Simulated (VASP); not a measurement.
Cd: relaxation of cell and atoms with PBE

Cd:

```
Cd
1.0
     2.87000    0.00000    0.00000
     0.00000    2.87000    0.00000
     0.00000    0.00000    2.87000
Cd
1
Direct
  0.00000 0.00000 0.00000
```

This isn't the form of Cd at room conditions, which is hcp.

* Program: VASP 6.6.1
* Task: relaxation of cell and atoms
* Functional: PBE
* Potentials or basis: VASP PAW PBE potentials, release 64 (Cd_sv_GW)
* Cutoff: 630 eV
* k mesh: 7 × 7 × 7
* Occupations: gaussian, width 0.1 eV
* Spin: no spin polarisation
* Dipole correction: no
* Further INCAR settings: ALGO = Normal; EDIFF = 1e-07; IBRION = 2; EDIFFG = -0.01; NSW = 80; ISIF = 3

```yaml
Relaxed_volume: 26.46 Å³/atom
Relaxed_cell: a = 2.980 Å, b = 2.980 Å, c = 2.980 Å, α = 90.00°, β = 90.00°, γ = 90.00°
Space_group_after_relaxing_to_0.1_Å: Pm-3m (No. 221)
Energy_gained_by_relaxing: 45.7 meV/atom
Ionic_steps: 3
Pressure_after_relaxing: 0.0 GPa
Band_gap_on_the_k_mesh: zero (bands 10 and 11 overlap by 3.28 eV)
```

Step by step:
| step | energy change (eV) | largest force (eV/Å) | pressure (GPa) | volume (Å³) |
| --- | --- | --- | --- | --- |
| 1 | 0.0000 | 0.0000 | 5.76 | 23.64 |
| 2 | -0.0456 | 0.0000 | -0.30 | 26.67 |
| 3 | -0.0457 | 0.0000 | 0.01 | 26.46 |

Final structure:
```yaml
crystal:
  lattice:
    - [2.97970, 0.00000, 0.00000]
    - [0.00000, 2.97970, 0.00000]
    - [0.00000, 0.00000, 2.97970]
  atoms:
    - { symbol: Cd, position: [0.00000, 0.00000, 0.00000] }
```

Levels at points of the mesh, in eV from the Fermi level:
```csv
k point,band 8,band 9,band 10,band 11,band 12,band 13
"(0.00, 0.00, 0.00)",-8.01,-8.01,-7.37,9.84,9.84,9.84
```

Wall time 17 s on 1 thread of AMD EPYC 9R45 96-Core Processor (Zen 5), on a shared host, peak memory 0.12 GiB.
